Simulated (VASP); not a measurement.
A run of VASP 6.6.1 is set up as follows.

File INCAR:

```
ALGO     = Normal         # electronic algorithm
EDIFF    = 1E-6           # SCF threshold, eV
ENCUT    = 520            # plane-wave cutoff, eV
GGA      = PS             # functional
ISIF     = 2              # what is computed and relaxed
ISMEAR   = 0              # smearing method
LASPH    = T              # aspherical terms in the spheres
LCHARG   = T              # write CHGCAR
LELF     = T              # ELF
LREAL    = F              # projectors in reciprocal space
LVHAR    = T            
LWAVE    = F              # write WAVECAR
NBANDS   = 14             # bands
NELM     = 60             # most SCF steps
PREC     = Accurate       # precision mode
SIGMA    = 0.15           # smearing width, eV
```

File KPOINTS:

```
k-points
0
Gamma
  16 16 16
```

File POSCAR:

```
AlCu
1.0
    2.9066309463      0.0000000000      0.0000000000
    0.0000000000      2.9066309463      0.0000000000
    0.0000000000      0.0000000000      2.9066309463
Al Cu
1 1
Direct
   -0.0129567154      0.0000000000      0.0000000000
    0.5055014024      0.5000000000      0.5000000000
```

Potentials or basis: VASP PAW PBE potentials, release 64 (Al, Cu).

Command:

```bash
$ cat potpaw_PBE.64/Al/POTCAR potpaw_PBE.64/Cu/POTCAR > POTCAR
$ mpirun -np 1 vasp_std > vasp.out
```

Problem. What does it give for the band gap on the k mesh?

Solution. Zero (bands 7 and 8 overlap by 4.94 eV).

Problem. Estimate the pressure.

Solution. 8.1 GPa.

Problem. Estimate the largest force.

Solution. 0.298 eV/Å.

Forces on the atoms (eV/Å):
```
Al   0.298  0.000  0.000
Cu  -0.298  0.000  0.000
```

Caveat: the cell differs from its parent crystal (atoms displaced along a vibrational mode, the cell strained); the cell stands under pressure; the PAW data sets were made with another functional, which shifts forces and pressure a little.
